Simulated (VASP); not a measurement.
Crystal: SiC.

```
CELL_PARAMETERS angstrom
0.00000 2.17400 2.17400
2.17400 0.00000 2.17400
2.17400 2.17400 0.00000
ATOMIC_POSITIONS crystal
Si 0.00000 0.00000 0.00000
C 0.75000 0.75000 0.75000
```

Base run:

```yaml
Program: VASP 6.6.1
Functional: PBE
Dispersion: D3(BJ)
Potentials_or_basis: VASP PAW PBE potentials, release 64 (Si, C)
Cutoff: 520 eV
k_mesh: 10 × 10 × 10
Occupations: gaussian, width 0.05 eV
Spin: no spin polarisation
```

Its results: band gap on the k mesh 1.35 eV, indirect (least direct gap 4.55 eV); pressure 0.1 GPa.

Task: The run is repeated on the same cell with these changes: functional from PBE to revPBE. What comes out?

Result: Band gap on the k mesh 1.35 eV, indirect (least direct gap 4.54 eV); pressure -2.6 GPa.

Caveats: three body term missing (some runs); the PAW data sets were made with another functional, which shifts forces and pressure a little (some runs).

A k mesh can miss the band edges.
